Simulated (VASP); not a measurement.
Wanted: the native input for a VASP 6.6.1 run.

```
Task                   : single point
Functional             : PBEsol
Dispersion             : D3(BJ)
Potentials or basis    : VASP PAW PBE potentials, release 64 (Mg)
Cutoff                 : 520 eV
k mesh                 : 10 × 10 × 10
Occupations            : tetrahedron
Spin                   : no spin polarisation
Dipole correction      : no
Further INCAR settings : ALGO = Normal; EDIFF = 1e-06; NBANDS = 7
```

The structure of Mg lies in POSCAR:

```
Mg
1.0
    0.0000000000      2.2442560000      2.2442560000
    2.2442560000      0.0000000000      2.2442560000
    2.2442560000      2.2442560000      0.0000000000
Mg
1
Direct
    0.0000000000      0.0000000000      0.0000000000
```

The input as run:

INCAR

```
SYSTEM = Mg
PREC = Accurate
ENCUT = 520
EDIFF = 1E-6
ISMEAR = -5
SIGMA = 0.05
LREAL = .False.
LASPH = .True.
NELM = 100
ALGO = Normal
ISIF = 2
LWAVE = .False.
LCHARG = .True.
GGA = PS
IVDW = 12
LELF = .True.
LVHAR = .True.
NBANDS = 7
```

KPOINTS

```
regular mesh
0
Gamma
  10 10 10
  0 0 0
```

Potentials or basis: VASP PAW PBE potentials, release 64 (Mg).

Command:

```bash
$ cat potpaw_PBE.64/Mg/POTCAR > POTCAR
$ mpirun -np 1 vasp_std > vasp.out
```

Results of the run:

* Pressure: -2.2 GPa
* Band gap on the k mesh: zero (band 1 reaches 3.51 eV, above the bottom of band 2 at 1.38 eV)
* Dispersion energy per atom: -0.266 eV

Caveat: the PAW data sets were made with another functional, which shifts forces and pressure a little; pairwise dispersion overbinds metals, which lowers pressure and volume; tetrahedron occupations give inexact forces and stress in metals.

Run time: 4.5 s on 1 thread of Intel(R) Xeon(R) Platinum 8488C (Sapphire Rapids), with other jobs on the host, peak memory 0.14 GiB.
